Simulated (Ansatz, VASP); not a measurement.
# CdS: VASP beside Ansatz

The input INCAR:

```
ALGO = Normal ; EDIFF = 1E-7
ENCUT = 520 ; ISIF = 2
ISMEAR = -1 ; LASPH = T
LCHARG = T ; LELF = T
LREAL = F ; LVHAR = T
LWAVE = F ; NBANDS = 26
NELM = 80 ; PREC = Accurate
SIGMA = 0.02
```

The input KPOINTS:

```
k-points
0
Gamma
  8 8 4
```

Contents of POSCAR:

```
CdS
1.0
    4.0934512114      0.0000000000      0.0000000000
   -2.0467256057      3.5450327382      0.0000000000
    0.0000000000      0.0000000000      6.7490000000
Cd S
2 2
Direct
    0.3333333333      0.6666666667      0.0000000000
    0.6666666667      0.3333333333      0.5000000000
    0.3333333333      0.6666666667      0.3850000000
    0.6666666667      0.3333333333      0.8850000000
```

Input for Ansatz:

```yaml
crystal:
  lattice:
    - [4.0934512114, 0.0, 0.0]
    - [-2.0467256057, 3.5450327382, 0.0]
    - [0.0, 0.0, 6.749]
  atoms:
    - { symbol: Cd, position: [0.3333333333, 0.6666666667, 0.0] }
    - { symbol: Cd, position: [0.6666666667, 0.3333333333, 0.5] }
    - { symbol: S, position: [0.3333333333, 0.6666666667, 0.385] }
    - { symbol: S, position: [0.6666666667, 0.3333333333, 0.885] }
kpoints:
  mp_grid: { grid: [8, 8, 4] }
  band_path:
    path:
      - [0.0, 0.0, 0.0]
      - [0.5, 0.0, 0.0]
      - [0.3333333333, 0.3333333333, 0.0]
      - [0.0, 0.0, 0.0]
      - [0.0, 0.0, 0.5]
      - [0.5, 0.0, 0.5]
      - [0.3333333333, 0.3333333333, 0.5]
      - [0.0, 0.0, 0.5]
      - [0.5, 0.0, 0.5]
    npoints: 5
scf:
  occupations: { method: fermi_dirac, width: 0.02 }
hamiltonian:
  xc: lda
  pseudopotentials: { kind: all_electron, lapw: { basis_error: 0.001 } }
output:
  forces: true
  stress: true
  eigenvalues: true
```

Change from the starting cell: equal xx and yy strain of -1 %.

Alike in both runs: task single point; functional LDA; k mesh 8 × 8 × 4; occupations fermi-dirac, width 0.02 eV; no spin polarisation.

|  | VASP | Ansatz |
| --- | --- | --- |
| version | VASP 6.6.1 | Ansatz 0.2.0 |
| potentials or method | VASP PAW LDA potentials, release 64 (Cd, S), cutoff 520 eV | all-electron LAPW, scalar-relativistic |

```tsv
	VASP	Ansatz	Ansatz less VASP
gap on the k mesh at the Fermi level (eV)	1.01	0.98	-0.029
pressure (GPa)	-1.0	-1.5	-0.46
traceless stress, the component that is largest in VASP (GPa)	-2.10	-2.01	+0.097
rms of the force components (eV/Å)	0.188	0.180	-0.0085
```

LDA's correlation is that of Perdew and Zunger in VASP and of Perdew and Wang (1992) in Ansatz. Atom by atom the forces differ by 0.008 eV/Å (rms over components). Ansatz ran all-electron here, and VASP with PAW potentials.
